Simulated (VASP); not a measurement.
# AlN in VASP: further runs, part 2 of 2

VASP 6.6.1. Earlier steps stand in the parts before.

### 5 Single point, HSE06 (epitaxial 111 strain +4.0%)

POSCAR reads:

```
AlN
1.0
   -0.0610761238      2.0385470846      2.0385470846
    2.0385470846     -0.0610761238      2.0385470846
    2.0385470846      2.0385470846     -0.0610761238
Al N
1 1
Direct
    0.0000000000      0.0000000000      0.0000000000
    0.5000000000      0.5000000000      0.5000000000
```

INCAR.step1 reads:

```
ALGO     = Normal         # electronic algorithm
EDIFF    = 1E-5           # SCF threshold, eV
ENCUT    = 520            # plane-wave cutoff, eV
GGA      = PE             # functional
ISIF     = 2              # what is computed and relaxed
ISMEAR   = 0              # smearing method
LASPH    = True           # aspherical terms in the spheres
LCHARG   = False          # write CHGCAR
LREAL    = False          # projectors in reciprocal space
LWAVE    = True           # write WAVECAR
NBANDS   = 11             # bands
NELM     = 60             # most SCF steps
PREC     = Accurate       # precision mode
SIGMA    = 0.01           # smearing width, eV
```

INCAR.step2 reads:

```
ALGO     = Normal         # electronic algorithm
EDIFF    = 1E-7           # SCF threshold, eV
ENCUT    = 520            # plane-wave cutoff, eV
GGA      = PE             # functional
HFSCREEN = 0.2079         # screening, 1/A
ISIF     = 2              # what is computed and relaxed
ISMEAR   = 0              # smearing method
ISTART   = 1            
LASPH    = True           # aspherical terms in the spheres
LCHARG   = False          # write CHGCAR
LHFCALC  = True           # exact exchange
LREAL    = False          # projectors in reciprocal space
LWAVE    = False          # write WAVECAR
NBANDS   = 11             # bands
NELM     = 60             # most SCF steps
PREC     = Accurate       # precision mode
PRECFOCK = Normal       
SIGMA    = 0.01           # smearing width, eV
```

KPOINTS reads:

```
k-points
0
Gamma
  8 8 8
```

Potentials or basis: VASP PAW PBE potentials, release 64 (Al, N).

Started as:

```bash
cat potpaw_PBE.64/Al/POTCAR potpaw_PBE.64/N/POTCAR > POTCAR
cp INCAR.step1 INCAR
mpirun -np 1 vasp_std > vasp.out
cp INCAR.step2 INCAR
mpirun -np 1 vasp_std > vasp.out
```

OUTCAR:

```text
EDIFF = 1E-7
   ENCUT = 520
   GGA = PE
   HFSCREEN = 0.2079
   ISIF = 2
   ISMEAR = 0
   ISTART = 1
   LASPH = True
   LHFCALC = True
   LREAL = False
   NELM = 60
   PREC = Accurate
   PRECFOCK = Normal

 ion  position               nearest neighbor table
   1  0.000  0.000  0.000-   2 2.07   2 2.07   2 2.07   2 2.07   2 2.07   2 2.07
   2  0.500  0.500  0.500-   1 2.07   1 2.07   1 2.07   1 2.07   1 2.07   1 2.07

  LATTYP: Found a trigonal (rhomboedric) cell.
 ALAT       =     2.8835878216
 COS(alpha) =     0.4698285172

  Lattice vectors:

 A1 = (  -0.0610761238,   2.0385470846,   2.0385470846)
 A2 = (   2.0385470846,  -0.0610761238,   2.0385470846)
 A3 = (   2.0385470846,   2.0385470846,  -0.0610761238)

Analysis of symmetry for initial positions (statically):
=====================================================================
 Subroutine PRICEL returns:
 Original cell was already a primitive cell.

 Routine SETGRP: Setting up the symmetry group for a
 trigonal (rhombohedral) supercell.

 Subroutine GETGRP returns: Found 12 space group operations
 (whereof 12 operations were pure point group operations)
 out of a pool of 12 trial point group operations.

The static configuration has the point symmetry D_3d.

Analysis of symmetry for dynamics (positions and initial velocities):
=====================================================================
 Subroutine PRICEL returns:
 Original cell was already a primitive cell.

 Routine SETGRP: Setting up the symmetry group for a
 trigonal (rhombohedral) supercell.

 Subroutine GETGRP returns: Found 12 space group operations
 (whereof 12 operations were pure point group operations)
 out of a pool of 12 trial point group operations.

The dynamic configuration has the point symmetry D_3d.

 Subroutine INISYM returns: Found 12 space group operations
 (whereof 12 operations are pure point group operations),
 and found     1 'primitive' translations

----------------------------------------------------------------------------------------

                                     Primitive cell

  volume of cell :      17.7043

  direct lattice vectors                    reciprocal lattice vectors
    -0.061076124  2.038547085  2.038547085    -0.234516333  0.241759599  0.241759599
     2.038547085 -0.061076124  2.038547085     0.241759599 -0.234516333  0.241759599
     2.038547085  2.038547085 -0.061076124     0.241759599  0.241759599 -0.234516333

  length of vectors
     2.883587822  2.883587822  2.883587822     0.414600190  0.414600190  0.414600190

  position of ions in fractional coordinates (direct lattice)
     0.000000000  0.000000000  0.000000000
     0.500000000  0.500000000  0.500000000

  ion indices of the primitive-cell ions
   primitive index   ion index
                 1           1
                 2           2

----------------------------------------------------------------------------------------

 KPOINTS: k-points

Automatic generation of k-mesh.
 Grid dimensions read from file:
 generate k-points for:    8    8    8

 Generating k-lattice:

[... 43 lines left out ...]
   k-points           NKPTS =     65   k-points in BZ     NKDIM =    512   number of bands    NBANDS=     11
   number of dos      NEDOS =    301   number of ions     NIONS =      2
   total plane-waves  NPLWV =  13824
   dimension x,y,z NGX =    24 NGY =   24 NGZ =   24
   dimension x,y,z NGXF=    48 NGYF=   48 NGZF=   48
   ions per type =               1   1
   NGX,Y,Z   is equivalent  to a cutoff of  13.84, 13.84, 13.84 a.u.
   NGXF,Y,Z  is equivalent  to a cutoff of  27.67, 27.67, 27.67 a.u.
 SYSTEM =  unknown system
   PREC   = accura    normal or accurate (medium, high low for compatibility)
   ISTART =      1    job   : 0-new  1-cont  2-samecut
   ICHARG =      0    charge: 1-file 2-atom 10-const
   ISPIN  =      1    spin polarized calculation?
   LNONCOLLINEAR =      F non collinear calculations
   LSORBIT =      F    spin-orbit coupling
   LASPH  =      T    aspherical Exc in radial PAW
   ENCUT  =  520.0 eV  38.22 Ry    6.18 a.u.   5.36  5.36  5.36*2*pi/ulx,y,z
   NELM   =     60;   NELMIN=  2; NELMDL=  0     # of ELM steps
   EDIFF  = 0.1E-06   stopping-criterion for ELM
   LREAL  =      F    real-space projection
   EDIFFG = 0.1E-05   stopping-criterion for IOM
   NSW    =      0    number of steps for IOM
   IBRION =     -1    ionic relax: 0-MD 1-quasi-New 2-CG
   NFREE  =      0    steps in history (QN), initial steepest desc. (CG)
   ISIF   =      2    stress and relaxation
   ISYM   =      3    0-nonsym 1-usesym 2-fastsym
   POTIM  = 0.5000    time-step for ionic-motion
   TEBEG  =    0.0;   TEEND  =   0.0 temperature during run
   PSTRESS=    0.0 pullay stress
   NELECT =       8.0000    total number of electrons
   NUPDOWN=      -1.0000    fix difference up-down
   EMIN   =  10.00;   EMAX   =-10.00  energy-range for DOS
   EFERMI =   0.00;   METHOD = LEGACY
   ISMEAR =     0;   SIGMA  =   0.01  broadening in eV -4-tet -1-fermi 0-gaus
   EFERMI_NEDOS =   21; number of points for ismear=-14 and -15
   IALGO  =     38    algorithm
   IMIX   =      1    mixing-type and parameters
     AMIX     =   0.40;   BMIX     =  1.00
     AMIX_MAG =   1.60;   BMIX_MAG =  1.00
  volume/ion in A,a.u.               =       8.85        59.74
  Fermi-wavevector in a.u.,A,eV,Ry     =   1.256258  2.373983 21.472485  1.578183
  Thomas-Fermi vector in A             =   2.389974
   LORBIT       =      0    0 simple, 1 ext, 2 COOP (PROOUT), +10 PAW based schemes
   GGA     = PE    functional components
   LHFCALC =     T    Hartree Fock is set to
   PRECFOCK=normal    Normal, Fast or Accurate (Low or Medium for compatibility)
   ENCUT4O =  -1.0   cutoff for four orbital integrals eV
   NKREDX  =     1    reduce k-point grid by
   NKREDY  =     1    reduce k-point grid by
   NKREDZ  =     1    reduce k-point grid by
   AEXX    =    0.2500 exact exchange contribution
   HFSCREEN=    0.2079 screening length (either q_TF or 0.3 A-1)
   HFSCREENC=   0.2079 screening length for correlation (either q_TF or 0.3 A-1)
   ENCUTFOCK=  -1.0 apply spherical cutoff to Coloumb kernel
   IVDW    =     0    specifies the selected vdW correction
   LEPSILON=     F    determine dielectric tensor
   LRPA    =     F    only Hartree local field effects (RPA)
 non-spin polarized calculation
 Gauss-broadening in eV      SIGMA  =   0.01
  energy-cutoff  :      520.00
  volume of cell :       17.70
 maximum number of plane-waves:       501
 NGX is ok and might be reduce to    24
  NGX = 18; NGY = 18; NGZ = 18

 number of electron       8.0000000 magnetization

 Free energy of the ion-electron system (eV)
  ---------------------------------------------------
  ext. energy  EPLUGINS =         0.00000000
  ---------------------------------------------------
  free energy    TOTEN  =       -17.00914023 eV

  energy without entropy =      -17.00914023  energy(sigma->0) =      -17.00914023

 E-fermi :   8.6801     XC(G=0):  -9.8117

 val. band max:        8.6376398540   @ k =   0.0000   0.0000   0.0000
 cond. band min:      13.3765729439   @ k =   0.5000   0.5000   0.0000
 fundamental gap:      4.7389330899
 Fermi energy:         8.6800551959

 k-point     1 :       0.0000    0.0000    0.0000
  band No.  band energies     occupation
      1     -10.3200      2.00000
      2       8.0874      2.00000
      3       8.0874      2.00000
      4       8.6376      2.00000
      5      14.3286      0.00000
      6      21.3462      0.00000
      7      21.3462      0.00000
      8      22.8291      0.00000
      9      26.5876      0.00000
     10      27.4470      0.00000
     11      27.4470      0.00000
[... 309 lines left out ...]
 k-point    24 :       0.3750    0.1250    0.1250
  band No.  band energies     occupation
      1      -8.4332      2.00000
      2       2.6636      2.00000
      3       6.5217      2.00000
      4       7.5718      2.00000
      5      16.9461      0.00000
      6      19.9502      0.00000
      7      20.5687      0.00000
      8      21.3872      0.00000
      9      24.3955      0.00000
     10      28.4194      0.00000
     11      29.0267      0.00000

 [... further k-points ...]
[... 5 lines left out ...]
  --------------------------------------------------------------------------------------
  -------------------------------------------------------------------------------------
  Total       -2.0635649     -2.0635649     -2.0635649      0.9392923      0.9392923      0.9392923
  in kB     -186.7455831   -186.7455831   -186.7455831     85.0027437     85.0027437     85.0027437
  external PRESSURE =    -186.7455831 kB  Pullay stress =       0.0000000 kB

 VOLUME and BASIS-vectors are now :
 -----------------------------------------------------------------------------
  energy-cutoff  :      520.00
  volume of cell :       17.70
      direct lattice vectors                 reciprocal lattice vectors
    -0.061076124  2.038547085  2.038547085    -0.234516333  0.241759599  0.241759599
     2.038547085 -0.061076124  2.038547085     0.241759599 -0.234516333  0.241759599
     2.038547085  2.038547085 -0.061076124     0.241759599  0.241759599 -0.234516333

 POSITION                                       TOTAL-FORCE (eV/Angst)
 -----------------------------------------------------------------------------------
      0.00000      0.00000      0.00000         0.000000      0.000000      0.000000
      2.00801      2.00801      2.00801         0.000000     -0.000000     -0.000000
 -----------------------------------------------------------------------------------
    total drift:                               -0.000058      0.000147     -0.000046

  FREE ENERGIE OF THE ION-ELECTRON SYSTEM (eV)
  ---------------------------------------------------
  free  energy   TOTEN  =       -17.0091402261 eV

  energy  without entropy=      -17.0091402261  energy(sigma->0) =      -17.00914023
```

Wall time 42 min (1 thread of Intel Xeon Platinum 8488C (Sapphire Rapids), shared host); peak memory 0.26 GiB.

Results:

```
Free energy            : -17.0091 eV
Pressure               : -18.7 GPa
Band gap on the k mesh : 4.74 eV, indirect (least direct gap 5.69 eV)
```

Stress tensor (GPa, compression positive):
```
-18.67   8.50   8.50
  8.50 -18.67   8.50
  8.50   8.50 -18.67
```

Levels at points of the mesh, in eV from the valence-band top:
```csv
k point,band 1,band 2,band 3,band 4,band 5,band 6,band 7,band 8,band 9
"(0.00, 0.00, 0.00)",-18.96,-0.55,-0.55,0.00,5.69,12.71,12.71,14.19,17.95
"(0.50, 0.00, 0.00)",-15.84,-9.02,-1.46,-1.12,6.82,11.61,12.19,13.86,17.00
"(0.50, 0.50, 0.00)",-14.81,-7.90,-3.53,-2.92,4.74,6.48,14.85,17.81,18.21
"(0.50, 0.50, 0.50)",-15.54,-8.60,-1.68,-1.68,6.10,10.95,10.95,14.33,16.46
```

Caveat: the cell differs from its parent crystal (epitaxial 111 strain +4.0%); the PAW data sets were made with another functional, which shifts forces and pressure a little. A k mesh can miss the band edges.

### 6 The runs side by side

| level | cell | k mesh | grid for exact exchange (PRECFOCK) | screening parameter | gap on the mesh (eV) | pressure (GPa) |
| --- | --- | --- | --- | --- | --- | --- |
| r2SCAN | a = 2.865 Å, angles 59.8°, 2 atoms | 10 × 10 × 10 | - | - | 5.45 | -2.2 |
| r2SCAN | a = 2.884 Å, angles 62.0°, 2 atoms | 10 × 10 × 10 | - | - | 4.26 | -18.1 |
| HSE06 | a = 2.855 Å, angles 60.0°, 2 atoms | 8 × 8 × 8 | Normal | 0.2079 1/Å | 6.01 | -1.5 |
| HSE06 | a = 2.884 Å, angles 62.0°, 2 atoms | 8 × 8 × 8 | Normal | 0.2079 1/Å | 4.74 | -18.7 |

Alike in all rows: task single point; potentials or basis VASP PAW PBE potentials, release 64 (Al, N); no spin polarisation; cutoff (eV) 520; smearing gaussian 0.01 eV.

Caveats: the PAW data sets were made with another functional, which shifts forces and pressure a little.

Total energies depend on the potentials used, so only differences within one code and one set of settings carry meaning.
